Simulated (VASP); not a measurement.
# Be (Im-3m) in VASP: settings compared

Be is run at these levels: LDA, HSE06; tasks: single point, relaxation of cell and atoms.

Program: VASP 6.6.1. These are calculated values, not measurements. Logs are shortened: lines on timing, memory, paths and dates and some standing lists are left out, and cuts for length are marked.

## (1) The cell of the first run

The structure is cubic, space group Im-3m (No. 229). The conventional cell has a = 2.464 Å, b = 2.464 Å, c = 2.464 Å, α = 90.00°, β = 90.00°, γ = 90.00°. Within 2.8 Å of Be (site symmetry m-3m) lie 14 Be at 2.13 to 2.46 Å.

This isn't the form of Be at room conditions, which is hcp.

## (2) Single point, LDA

Contents of INCAR:

```
SYSTEM = Be
PREC = Accurate
ENCUT = 520
EDIFF = 1E-6
ISMEAR = 0
SIGMA = 0.1
LREAL = .False.
LASPH = .True.
NELM = 60
ALGO = Normal
ISIF = 2
LWAVE = .False.
LCHARG = .False.
NBANDS = 7
```

Contents of KPOINTS:

```
Automatic mesh
0
Gamma
  15 15 15
  0 0 0
```

Contents of POSCAR:

```
Be
1.0
   -1.2318118504      1.2318118504      1.2318118504
    1.2318118504     -1.2318118504      1.2318118504
    1.2318118504      1.2318118504     -1.2318118504
Be
1
Direct
    0.0000000000      0.0000000000      0.0000000000
```

Potentials or basis: VASP PAW LDA potentials, release 64 (Be).

Run with:

```
$ cat potpaw_LDA.64/Be/POTCAR > POTCAR
$ mpirun -np 1 vasp_std > vasp.out
```

OUTCAR:

```text
SYSTEM = Be
   PREC = Accurate
   ENCUT = 520
   EDIFF = 1E-6
   ISMEAR = 0
   LREAL = .False.
   LASPH = .True.
   NELM = 60
   ISIF = 2

 ion  position               nearest neighbor table
   1  0.000  0.000  0.000-

  LATTYP: Found a body centered cubic cell.
 ALAT       =     2.4636237008

  Lattice vectors:

 A1 = (  -1.2318118504,   1.2318118504,   1.2318118504)
 A2 = (   1.2318118504,  -1.2318118504,   1.2318118504)
 A3 = (   1.2318118504,   1.2318118504,  -1.2318118504)

Analysis of symmetry for initial positions (statically):
=====================================================================
 Subroutine PRICEL returns:
 Original cell was already a primitive cell.

 Routine SETGRP: Setting up the symmetry group for a
 body centered cubic supercell.

 Subroutine GETGRP returns: Found 48 space group operations
 (whereof 48 operations were pure point group operations)
 out of a pool of 48 trial point group operations.

The static configuration has the point symmetry O_h .

Analysis of symmetry for dynamics (positions and initial velocities):
=====================================================================
 Subroutine PRICEL returns:
 Original cell was already a primitive cell.

 Routine SETGRP: Setting up the symmetry group for a
 body centered cubic supercell.

 Subroutine GETGRP returns: Found 48 space group operations
 (whereof 48 operations were pure point group operations)
 out of a pool of 48 trial point group operations.

The dynamic configuration has the point symmetry O_h .

 Subroutine INISYM returns: Found 48 space group operations
 (whereof 48 operations are pure point group operations),
 and found     1 'primitive' translations

----------------------------------------------------------------------------------------

                                     Primitive cell

  volume of cell :       7.4764

  direct lattice vectors                    reciprocal lattice vectors
    -1.231811850  1.231811850  1.231811850     0.000000000  0.405906145  0.405906145
     1.231811850 -1.231811850  1.231811850     0.405906145  0.000000000  0.405906145
     1.231811850  1.231811850 -1.231811850     0.405906145  0.405906145  0.000000000

  length of vectors
     2.133560710  2.133560710  2.133560710     0.574037976  0.574037976  0.574037976

  position of ions in fractional coordinates (direct lattice)
     0.000000000  0.000000000  0.000000000

  ion indices of the primitive-cell ions
   primitive index   ion index
                 1           1

----------------------------------------------------------------------------------------

 KPOINTS: Automatic mesh

Automatic generation of k-mesh.
 Grid dimensions read from file:
 generate k-points for:   15   15   15

 Generating k-lattice:

  Cartesian coordinates                     Fractional coordinates (reciprocal lattice)
     0.000000000  0.027060410  0.027060410     0.066666667  0.000000000  0.000000000
     0.027060410  0.000000000  0.027060410     0.000000000  0.066666667  0.000000000
     0.027060410  0.027060410  0.000000000     0.000000000  0.000000000  0.066666667

  Length of vectors
     0.038269198  0.038269198  0.038269198

  Shift w.r.t. Gamma in fractional coordinates (k-lattice)
     0.000000000  0.000000000  0.000000000

 Subroutine IBZKPT returns following result:
 ===========================================

 Found    120 irreducible k-points:

 Following reciprocal coordinates:
            Coordinates               Weight
  0.000000  0.000000  0.000000      1.000000
  0.066667  0.000000  0.000000     12.000000
  0.133333  0.000000  0.000000     12.000000
  0.200000  0.000000  0.000000     12.000000
  0.266667  0.000000  0.000000     12.000000
  0.333333  0.000000  0.000000     12.000000
[... 16 lines left out ...]
  0.333333  0.200000  0.000000     48.000000
  0.400000  0.200000  0.000000     24.000000
 [... further k-points ...]
   k-points           NKPTS =    120   k-points in BZ     NKDIM =    120   number of bands    NBANDS=      7
   number of dos      NEDOS =    301   number of ions     NIONS =      1
   total plane-waves  NPLWV =   4096
   dimension x,y,z NGX =    16 NGY =   16 NGZ =   16
   dimension x,y,z NGXF=    32 NGYF=   32 NGZF=   32
   ions per type =               1
   NGX,Y,Z   is equivalent  to a cutoff of  12.47, 12.47, 12.47 a.u.
   NGXF,Y,Z  is equivalent  to a cutoff of  24.93, 24.93, 24.93 a.u.
 SYSTEM =  Be
   PREC   = accura    normal or accurate (medium, high low for compatibility)
   ISTART =      0    job   : 0-new  1-cont  2-samecut
   ICHARG =      2    charge: 1-file 2-atom 10-const
   ISPIN  =      1    spin polarized calculation?
   LNONCOLLINEAR =      F non collinear calculations
   LSORBIT =      F    spin-orbit coupling
   LASPH  =      T    aspherical Exc in radial PAW
   ENCUT  =  520.0 eV  38.22 Ry    6.18 a.u.   3.97  3.97  3.97*2*pi/ulx,y,z
   NELM   =     60;   NELMIN=  2; NELMDL= -5     # of ELM steps
   EDIFF  = 0.1E-05   stopping-criterion for ELM
   LREAL  =      F    real-space projection
[... 7 lines left out ...]
   TEBEG  =    0.0;   TEEND  =   0.0 temperature during run
   PSTRESS=    0.0 pullay stress
   NELECT =       2.0000    total number of electrons
   NUPDOWN=      -1.0000    fix difference up-down
   EMIN   =  10.00;   EMAX   =-10.00  energy-range for DOS
   EFERMI =   0.00;   METHOD = LEGACY
   ISMEAR =     0;   SIGMA  =   0.10  broadening in eV -4-tet -1-fermi 0-gaus
   EFERMI_NEDOS =   21; number of points for ismear=-14 and -15
   IALGO  =     38    algorithm
   IMIX   =      4    mixing-type and parameters
     AMIX     =   0.40;   BMIX     =  1.00
     AMIX_MAG =   1.60;   BMIX_MAG =  1.00
  volume/ion in A,a.u.               =       7.48        50.45
  Fermi-wavevector in a.u.,A,eV,Ry     =   1.054841  1.993361 15.139069  1.112690
  Thomas-Fermi vector in A             =   2.190017
   LORBIT       =      0    0 simple, 1 ext, 2 COOP (PROOUT), +10 PAW based schemes
   GGA     = CA    functional components
   LHFCALC =     F    Hartree Fock is set to
   AEXX    =    0.0000 exact exchange contribution
   IVDW    =     0    specifies the selected vdW correction
   LEPSILON=     F    determine dielectric tensor
   LRPA    =     F    only Hartree local field effects (RPA)
 non-spin polarized calculation
 Gauss-broadening in eV      SIGMA  =   0.10
  energy-cutoff  :      520.00
  volume of cell :        7.48
 maximum number of plane-waves:       212
   NGX =  7   NGY =  7   NGZ =  7

 number of electron       2.0000000 magnetization

 Free energy of the ion-electron system (eV)
  ---------------------------------------------------
  ext. energy  EPLUGINS =         0.00000000
  ---------------------------------------------------
  free energy    TOTEN  =        -4.11218146 eV

  energy without entropy =       -4.11153902  energy(sigma->0) =       -4.11186024

 E-fermi :   7.9936     XC(G=0): -10.8130

 val. band max:        7.9853616910   @ k =   0.2667   0.2667   0.2000
 cond. band min:       8.1092263347   @ k =  -0.4000  -0.4000   0.1333
 fundamental gap:      0.1238646437
 Fermi energy:         7.9935938784

 k-point     1 :       0.0000    0.0000    0.0000
  band No.  band energies     occupation
      1      -4.2745      2.00000
      2      27.9158      0.00000
      3      27.9158      0.00000
      4      27.9158      0.00000
      5      39.8672      0.00000
      6      39.8672      0.00000
      7      39.8672      0.00000

 k-point     2 :       0.0667    0.0000    0.0000
  band No.  band energies     occupation
      1      -4.1185      2.00000
      2      27.1473      0.00000
      3      27.2944      0.00000
      4      27.7322      0.00000
      5      37.8849      0.00000
      6      38.1455      0.00000
      7      40.9130      0.00000

 k-point     3 :       0.1333    0.0000    0.0000
  band No.  band energies     occupation
      1      -3.6500      2.00000
      2      24.8085      0.00000
      3      25.8900      0.00000
      4      27.2076      0.00000
      5      35.5268      0.00000
      6      35.7275      0.00000
      7      40.2040      0.00000

 k-point     4 :       0.2000    0.0000    0.0000
  band No.  band energies     occupation
      1      -2.8692      2.00000
      2      21.3932      0.00000
      3      24.3316      0.00000
      4      26.4427      0.00000
      5      33.6049      0.00000
      6      34.5427      0.00000
      7      40.1570      0.00000

 k-point     5 :       0.2667    0.0000    0.0000
  band No.  band energies     occupation
      1      -1.7818      2.00000
      2      17.7020      0.00000
      3      22.9336      0.00000
      4      25.6029      0.00000
      5      31.8817      0.00000
      6      34.3936      0.00000
      7      40.8711      0.00000

 k-point     6 :       0.3333    0.0000    0.0000
  band No.  band energies     occupation
      1      -0.4140      2.00000
      2      14.2014      0.00000
      3      21.8266      0.00000
      4      24.8489      0.00000
      5      30.5815      0.00000
      6      34.6686      0.00000
      7      42.1741      0.00000

 k-point     7 :       0.4000    0.0000    0.0000
  band No.  band energies     occupation
      1       1.1342      2.00000
      2      11.1721      0.00000
      3      21.0679      0.00000
      4      24.2936      0.00000
      5      29.7122      0.00000
      6      35.0935      0.00000
      7      43.8314      0.00000
[... 121 lines left out ...]
 k-point    20 :       0.4000    0.1333    0.0000
  band No.  band energies     occupation
      1       3.0756      2.00000
      2       9.1116      0.00000
      3      18.3597      0.00000
      4      22.0477      0.00000
      5      33.6625      0.00000
      6      36.2745      0.00000
      7      45.1883      0.00000

 k-point    21 :       0.2000    0.2000    0.0000
  band No.  band energies     occupation
      1      -0.0532      2.00000
      2      15.3799      0.00000
      3      18.2557      0.00000
      4      22.9635      0.00000
      5      34.7707      0.00000
      6      35.8103      0.00000
      7      42.6730      0.00000

 k-point    22 :       0.2667    0.2000   -0.0000
  band No.  band energies     occupation
      1       1.4771      2.00000
      2      12.5342      0.00000
      3      16.9829      0.00000
      4      22.2752      0.00000
      5      35.3554      0.00000
      6      36.4593      0.00000
      7      44.1797      0.00000

 k-point    23 :       0.3333    0.2000    0.0000
  band No.  band energies     occupation
      1       3.1399      2.00000
      2       9.9226      0.00000
      3      16.3245      0.00000
      4      21.8496      0.00000
      5      35.6788      0.00000
      6      37.2820      0.00000
      7      44.0015      0.00000

 k-point    24 :       0.4000    0.2000    0.0000
  band No.  band energies     occupation
      1       4.1318      2.00000
      2       8.5972      0.00000
      3      16.1149      0.00000
      4      21.7054      0.00000
      5      35.7383      0.00000
      6      37.8297      0.00000
      7      43.1487      0.00000

 [... further k-points ...]

------------------------ aborting loop because EDIFF is reached ----------------------------------------

  FORCE on cell =-STRESS in cart. coord.  units (eV):
  Direction    XX          YY          ZZ          XY          YZ          ZX
  --------------------------------------------------------------------------------------
  -------------------------------------------------------------------------------------
  Total        0.0069936      0.0069936      0.0069936      0.0000000      0.0000000     -0.0000000
  in kB        1.4987175      1.4987175      1.4987175      0.0000000      0.0000000     -0.0000000
  external PRESSURE =       1.4987175 kB  Pullay stress =       0.0000000 kB

 VOLUME and BASIS-vectors are now :
 -----------------------------------------------------------------------------
  energy-cutoff  :      520.00
  volume of cell :        7.48
      direct lattice vectors                 reciprocal lattice vectors
    -1.231811850  1.231811850  1.231811850     0.000000000  0.405906145  0.405906145
     1.231811850 -1.231811850  1.231811850     0.405906145  0.000000000  0.405906145
     1.231811850  1.231811850 -1.231811850     0.405906145  0.405906145  0.000000000

 POSITION                                       TOTAL-FORCE (eV/Angst)
 -----------------------------------------------------------------------------------
      0.00000      0.00000      0.00000         0.000000      0.000000      0.000000
 -----------------------------------------------------------------------------------
    total drift:                               -0.000000      0.000000      0.000000

  FREE ENERGIE OF THE ION-ELECTRON SYSTEM (eV)
  ---------------------------------------------------
  free  energy   TOTEN  =        -4.1121814558 eV

  energy  without entropy=       -4.1115390231  energy(sigma->0) =       -4.11186024
```

Wall time 2.2 s (1 thread of Intel Xeon Platinum 8259CL at 2.50GHz (Skylake/Cascade Lake), shared host); peak memory 0.1 GiB.

Results:

```yaml
Free_energy: -4.1122 eV
Pressure: 0.1 GPa
Band_gap_on_the_k_mesh: zero (bands 1 and 2 overlap by 4.54 eV)
```

(Continued in part 2 of 2.)
